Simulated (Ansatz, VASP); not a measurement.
## One calculation of Li3HSe, two programs

```
Li H Se
1.0
     3.83055    0.00000    0.00000
     0.00000    3.83055    0.00000
     0.00000    0.00000    3.83055
Li H Se
3 1 1
Direct
  0.00000 0.50000 0.50000
  0.50000 0.00000 0.50000
  0.50000 0.50000 0.00000
  0.50000 0.50000 0.50000
  0.00000 0.00000 0.00000
```

Alike in both runs: functional PBE; dispersion D3(BJ); k mesh 6 × 6 × 6; occupations gaussian, width 0.02 eV; no spin polarisation.

Ansatz relaxed the structure, and its values are those at the end. VASP's run is a single point on that final structure, the one shown.

|  | VASP | Ansatz |
| --- | --- | --- |
| version | VASP 6.6.1 | Ansatz 0.2.0 |
| potentials or method | VASP PAW PBE potentials, release 64 (Li_sv, H, Se), cutoff 520 eV | scalar-relativistic, plane waves, PAW |
| valence electrons in the cell | 16 | 26 |

VASP gave:

```
gap on the k mesh at the Fermi level (eV) : 3.80
least direct gap on the mesh (eV)         : 4.40
```

Problem. Estimate Ansatz's values.

Solution. gap on the k mesh at the Fermi level (eV): 3.79; least direct gap on the mesh (eV): 4.39.

VASP's potentials hold 16 valence electrons a cell and Ansatz's 26, so a difference there can come from the potentials and not from the codes.

Noted on VASP's run: the cutoff is short for stress, so the pressure is rough.
